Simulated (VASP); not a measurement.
# Nb3Ir5 (R-3m) in VASP: single point with LDA

Aim: the single point of Nb3Ir5 with LDA.

All numbers are computed with VASP 6.6.1; they aren't measurements. Logs are shortened: lines on timing, memory, paths and dates and some standing lists are left out, and cuts for length are marked.

## (1) The cell of the first run

Symmetry: R-3m, No. 166, trigonal system. Conventional cell: a = 5.517 Å, b = 5.517 Å, c = 13.514 Å, α = 90.00°, β = 90.00°, γ = 120.00°. Nb (site symmetry 2/m) has 4 Nb at 2.76 Å and 8 Ir at 2.76 Å within 3.6 Å. Within 3.6 Å of Ir (site symmetry -3m) lie 6 Nb at 2.76 Å and 6 Ir at 2.76 Å. Ir (site symmetry -3m) has 6 Nb at 2.76 Å and 6 Ir at 2.76 Å within 3.6 Å. Within 3.6 Å of Ir (site symmetry 2/m) lie 4 Nb at 2.76 Å and 8 Ir at 2.76 Å.

## (2) Single point, LDA

INCAR

```
SYSTEM = Nb3Ir5
ALGO     = Normal         ! electronic algorithm
EDIFF    = 1E-6           ! SCF threshold, eV
ENCUT    = 560            ! plane-wave cutoff, eV
GGA      = CA             ! functional
GGA_COMPAT= .False.      
ISIF     = 2              ! what is computed and relaxed
ISMEAR   = -1             ! smearing method
LASPH    = .True.         ! aspherical terms in the spheres
LCHARG   = .False.        ! write CHGCAR
LREAL    = .False.        ! projectors in reciprocal space
LWAVE    = .False.        ! write WAVECAR
NBANDS   = 72             ! bands
NELM     = 120            ! most SCF steps
PREC     = Accurate       ! precision mode
SIGMA    = 0.05           ! smearing width, eV
```

KPOINTS

```
k-points
0
Gamma
  5 5 5
  0 0 0
```

POSCAR

```
Nb3Ir5
1.0
    0.0000000000      3.9011272227      3.9011272227
    3.9011272227      0.0000000000      3.9011272227
    3.9011272227      3.9011272227      0.0000000000
Nb Ir
3 5
Direct
    0.0000000000      0.0000000000      0.0000000000
    0.0000000000      0.0000000000      0.5000000000
    0.0000000000      0.5000000000      0.0000000000
    0.0000000000      0.5000000000      0.5000000000
    0.5000000000      0.0000000000      0.0000000000
    0.5000000000      0.0000000000      0.5000000000
    0.5000000000      0.5000000000      0.0000000000
    0.5000000000      0.5000000000      0.5000000000
```

Potentials or basis: VASP PAW LDA potentials, release 64 (Nb_sv, Ir_sv_GW).

Started as:

```bash
> cat potpaw_LDA.64/Nb_sv/POTCAR potpaw_LDA.64/Ir_sv_GW/POTCAR > POTCAR
> mpirun -np 1 vasp_std > vasp.out
```

OUTCAR:

```text
SYSTEM = Nb3Ir5
   EDIFF = 1E-6
   ENCUT = 560
   GGA = CA
   ISIF = 2
   ISMEAR = -1
   LASPH = .True.
   LREAL = .False.
   NELM = 120
   PREC = Accurate

 ion  position               nearest neighbor table
   1  0.000  0.000  0.000-   2 2.76   3 2.76   5 2.76   2 2.76   4 2.76   6 2.76   3 2.76   4 2.76
                             7 2.76   5 2.76   6 2.76   7 2.76
   2  0.000  0.000  0.500-   1 2.76   4 2.76   6 2.76   1 2.76   3 2.76   5 2.76   3 2.76   4 2.76
                             8 2.76   5 2.76   6 2.76   8 2.76
   3  0.000  0.500  0.000-   1 2.76   4 2.76   7 2.76   2 2.76   4 2.76   8 2.76   1 2.76   2 2.76
                             5 2.76   5 2.76   7 2.76   8 2.76
   4  0.000  0.500  0.500-   2 2.76   3 2.76   8 2.76   1 2.76   3 2.76   7 2.76   1 2.76   2 2.76
                             6 2.76   6 2.76   7 2.76   8 2.76
   5  0.500  0.000  0.000-   1 2.76   6 2.76   7 2.76   2 2.76   6 2.76   8 2.76   3 2.76   7 2.76
                             8 2.76   1 2.76   2 2.76   3 2.76
   6  0.500  0.000  0.500-   2 2.76   5 2.76   8 2.76   1 2.76   5 2.76   7 2.76   4 2.76   7 2.76
                             8 2.76   1 2.76   2 2.76   4 2.76
   7  0.500  0.500  0.000-   3 2.76   5 2.76   8 2.76   4 2.76   6 2.76   8 2.76   1 2.76   5 2.76
                             6 2.76   1 2.76   3 2.76   4 2.76
   8  0.500  0.500  0.500-   4 2.76   6 2.76   7 2.76   3 2.76   5 2.76   7 2.76   2 2.76   5 2.76
                             6 2.76   2 2.76   3 2.76   4 2.76

  LATTYP: Found a face centered cubic cell.
 ALAT       =     7.8022544454

  Lattice vectors:

 A1 = (   0.0000000000,   3.9011272227,   3.9011272227)
 A2 = (   3.9011272227,   0.0000000000,   3.9011272227)
 A3 = (   3.9011272227,   3.9011272227,   0.0000000000)

Analysis of symmetry for initial positions (statically):
=====================================================================
 Subroutine PRICEL returns:
 Original cell was already a primitive cell.

 Routine SETGRP: Setting up the symmetry group for a
 face centered cubic supercell.

 Subroutine GETGRP returns: Found 12 space group operations
 (whereof  4 operations were pure point group operations)
 out of a pool of 48 trial point group operations.

The static configuration has the point symmetry C_2h.
 The point group associated with its full space group is D_3d.

Analysis of symmetry for dynamics (positions and initial velocities):
=====================================================================
 Subroutine PRICEL returns:
 Original cell was already a primitive cell.

 Routine SETGRP: Setting up the symmetry group for a
 face centered cubic supercell.

 Subroutine GETGRP returns: Found 12 space group operations
 (whereof  4 operations were pure point group operations)
 out of a pool of 48 trial point group operations.

The dynamic configuration has the point symmetry C_2h.
 The point group associated with its full space group is D_3d.

 Subroutine INISYM returns: Found 12 space group operations
 (whereof  4 operations are pure point group operations),
 and found     1 'primitive' translations

----------------------------------------------------------------------------------------

                                     Primitive cell

  volume of cell :     118.7409

  direct lattice vectors                    reciprocal lattice vectors
     0.000000000  3.901127223  3.901127223    -0.128168084  0.128168084  0.128168084
     3.901127223  0.000000000  3.901127223     0.128168084 -0.128168084  0.128168084
     3.901127223  3.901127223  0.000000000     0.128168084  0.128168084 -0.128168084

  length of vectors
     5.517027027  5.517027027  5.517027027     0.221993633  0.221993633  0.221993633

  position of ions in fractional coordinates (direct lattice)
     0.000000000  0.000000000  0.000000000
     0.000000000  0.000000000  0.500000000
     0.000000000  0.500000000  0.000000000
     0.000000000  0.500000000  0.500000000
     0.500000000  0.000000000  0.000000000
     0.500000000  0.000000000  0.500000000
     0.500000000  0.500000000  0.000000000
     0.500000000  0.500000000  0.500000000

  ion indices of the primitive-cell ions
   primitive index   ion index
                 1           1
                 2           2
                 3           3
                 4           4
                 5           5
                 6           6
                 7           7
                 8           8

----------------------------------------------------------------------------------------

 KPOINTS: k-points

Automatic generation of k-mesh.
 Grid dimensions read from file:
 generate k-points for:    5    5    5

 Generating k-lattice:

  Cartesian coordinates                     Fractional coordinates (reciprocal lattice)
    -0.025633617  0.025633617  0.025633617     0.200000000  0.000000000  0.000000000
     0.025633617 -0.025633617  0.025633617     0.000000000  0.200000000  0.000000000
     0.025633617  0.025633617 -0.025633617     0.000000000  0.000000000  0.200000000

  Length of vectors
     0.044398727  0.044398727  0.044398727

  Shift w.r.t. Gamma in fractional coordinates (k-lattice)
     0.000000000  0.000000000  0.000000000

 Subroutine IBZKPT returns following result:
 ===========================================

 Found     19 irreducible k-points:

 Following reciprocal coordinates:
            Coordinates               Weight
  0.000000  0.000000  0.000000      1.000000
  0.200000  0.000000  0.000000      2.000000
  0.000000  0.200000  0.000000      6.000000
  0.400000  0.000000  0.000000      2.000000
  0.000000  0.400000  0.000000      6.000000
  0.200000  0.200000  0.000000      6.000000
[... 11 lines left out ...]
 -0.400000  0.400000  0.200000     12.000000
  0.200000 -0.400000  0.400000     12.000000
   k-points           NKPTS =     19   k-points in BZ     NKDIM =     19   number of bands    NBANDS=     72
   number of dos      NEDOS =    301   number of ions     NIONS =      8
   total plane-waves  NPLWV = 110592
   dimension x,y,z NGX =    48 NGY =   48 NGZ =   48
   dimension x,y,z NGXF=    96 NGYF=   96 NGZF=   96
   ions per type =               3   5
   NGX,Y,Z   is equivalent  to a cutoff of  14.46, 14.46, 14.46 a.u.
   NGXF,Y,Z  is equivalent  to a cutoff of  28.93, 28.93, 28.93 a.u.
 SYSTEM =  Nb3Ir5
   PREC   = accura    normal or accurate (medium, high low for compatibility)
   ISTART =      0    job   : 0-new  1-cont  2-samecut
   ICHARG =      2    charge: 1-file 2-atom 10-const
   ISPIN  =      1    spin polarized calculation?
   LNONCOLLINEAR =      F non collinear calculations
   LSORBIT =      F    spin-orbit coupling
   LASPH  =      T    aspherical Exc in radial PAW
   ENCUT  =  560.0 eV  41.16 Ry    6.42 a.u.  10.65 10.65 10.65*2*pi/ulx,y,z
   NELM   =    120;   NELMIN=  2; NELMDL= -5     # of ELM steps
   EDIFF  = 0.1E-05   stopping-criterion for ELM
   LREAL  =      F    real-space projection
   EDIFFG = 0.1E-04   stopping-criterion for IOM
   NSW    =      0    number of steps for IOM
   IBRION =     -1    ionic relax: 0-MD 1-quasi-New 2-CG
   NFREE  =      0    steps in history (QN), initial steepest desc. (CG)
   ISIF   =      2    stress and relaxation
   ISYM   =      2    0-nonsym 1-usesym 2-fastsym
   POTIM  = 0.5000    time-step for ionic-motion
   TEBEG  =    0.0;   TEEND  =   0.0 temperature during run
   PSTRESS=    0.0 pullay stress
   NELECT =     124.0000    total number of electrons
   NUPDOWN=      -1.0000    fix difference up-down
   EMIN   =  10.00;   EMAX   =-10.00  energy-range for DOS
   EFERMI =   0.00;   METHOD = LEGACY
   ISMEAR =    -1;   SIGMA  =   0.05  broadening in eV -4-tet -1-fermi 0-gaus
   EFERMI_NEDOS =   21; number of points for ismear=-14 and -15
   IALGO  =     38    algorithm
   IMIX   =      4    mixing-type and parameters
     AMIX     =   0.40;   BMIX     =  1.00
     AMIX_MAG =   1.60;   BMIX_MAG =  1.00
  volume/ion in A,a.u.               =      14.84       100.16
  Fermi-wavevector in a.u.,A,eV,Ry     =   1.660920  3.138683 37.533766  2.758654
  Thomas-Fermi vector in A             =   2.748073
   LORBIT       =      0    0 simple, 1 ext, 2 COOP (PROOUT), +10 PAW based schemes
   GGA     = CA    functional components
   LHFCALC =     F    Hartree Fock is set to
   AEXX    =    0.0000 exact exchange contribution
   IVDW    =     0    specifies the selected vdW correction
   LEPSILON=     F    determine dielectric tensor
   LRPA    =     F    only Hartree local field effects (RPA)
 non-spin polarized calculation
  energy-cutoff  :      560.00
  volume of cell :      118.74
 maximum number of plane-waves:      3584
 NGX is ok and might be reduce to    48
   NGX = 21   NGY = 21   NGZ = 21

 number of electron     123.9999999 magnetization

 Free energy of the ion-electron system (eV)
  ---------------------------------------------------
  ext. energy  EPLUGINS =         0.00000000
  ---------------------------------------------------
  free energy    TOTEN  =       -91.32175769 eV

  energy without entropy =      -91.28178536  energy(sigma->0) =      -91.30177152

 E-fermi :  12.8003     XC(G=0): -14.2019

 val. band max:       12.7653802008   @ k =   0.0000   0.4000   0.2000
 cond. band min:      12.8172088592   @ k =   0.0000   0.4000   0.0000
 fundamental gap:      0.0518286584
 Fermi energy:        12.8002715116

 k-point     1 :       0.0000    0.0000    0.0000
  band No.  band energies     occupation
      1     -79.4500      2.00000
      2     -79.4206      2.00000
      3     -79.4206      2.00000
      4     -79.2566      2.00000
      5     -79.2215      2.00000
      6     -41.8536      2.00000
[... 64 lines left out ...]
     71      15.7985      0.00000
     72      16.4051      0.00000

 k-point     2 :       0.2000    0.0000    0.0000
  band No.  band energies     occupation
      1     -79.4496      2.00000
      2     -79.4211      2.00000
      3     -79.4211      2.00000
      4     -79.2575      2.00000
      5     -79.2220      2.00000
      6     -41.8571      2.00000
[... 1267 lines left out ...]
 k-point    19 :       0.2000   -0.4000    0.4000
  band No.  band energies     occupation
      1     -79.4374      2.00000
      2     -79.4320      2.00000
      3     -79.4210      2.00000
      4     -79.2574      2.00000
      5     -79.2225      2.00000
      6     -41.7663      2.00000
[... 64 lines left out ...]
     71      14.9768      0.00000
     72      15.4151      0.00000

------------------------ aborting loop because EDIFF is reached ----------------------------------------

  FORCE on cell =-STRESS in cart. coord.  units (eV):
  Direction    XX          YY          ZZ          XY          YZ          ZX
  --------------------------------------------------------------------------------------
  -------------------------------------------------------------------------------------
  Total       -0.3002303     -0.3002303     -0.3002303     -0.9472206      0.9472206     -0.9472206
  in kB       -4.0510240     -4.0510240     -4.0510240    -12.7808977     12.7808977    -12.7808977
  external PRESSURE =      -4.0510240 kB  Pullay stress =       0.0000000 kB

 VOLUME and BASIS-vectors are now :
 -----------------------------------------------------------------------------
  energy-cutoff  :      560.00
  volume of cell :      118.74
      direct lattice vectors                 reciprocal lattice vectors
     0.000000000  3.901127223  3.901127223    -0.128168084  0.128168084  0.128168084
     3.901127223  0.000000000  3.901127223     0.128168084 -0.128168084  0.128168084
     3.901127223  3.901127223  0.000000000     0.128168084  0.128168084 -0.128168084

 POSITION                                       TOTAL-FORCE (eV/Angst)
 -----------------------------------------------------------------------------------
      0.00000      0.00000      0.00000         0.000000      0.000000     -0.000000
      1.95056      1.95056      0.00000         0.000000      0.000000     -0.000000
      1.95056      0.00000      1.95056         0.000000      0.000000     -0.000000
      3.90113      1.95056      1.95056         0.000000     -0.000000      0.000000
      0.00000      1.95056      1.95056         0.000000      0.000000     -0.000000
      1.95056      3.90113      1.95056        -0.000000      0.000000     -0.000000
      1.95056      1.95056      3.90113         0.000000     -0.000000     -0.000000
      3.90113      3.90113      3.90113        -0.000000      0.000000     -0.000000
 -----------------------------------------------------------------------------------
    total drift:                                0.000000      0.000000      0.000000

  FREE ENERGIE OF THE ION-ELECTRON SYSTEM (eV)
  ---------------------------------------------------
  free  energy   TOTEN  =       -91.3217576856 eV

  energy  without entropy=      -91.2817853604  energy(sigma->0) =      -91.30177152
```

Run time: 5.1 min. Hardware: 1 thread of Intel Xeon Platinum 8559C (Emerald Rapids), shared host; peak memory 0.33 GiB.

What came out:

```
Free energy            : -91.3218 eV
Pressure               : -0.4 GPa
Band gap on the k mesh : zero (bands 62 and 63 overlap by 1.38 eV)
```

Stress tensor (GPa, compression positive):
```
-0.41 -1.28 -1.28
-1.28 -0.41  1.28
-1.28  1.28 -0.41
```

Caveat: spin-orbit coupling is left out, which moves the levels of the heavy elements.

The gap in the log of VASP goes by the Fermi energy; the results here count the filled bands.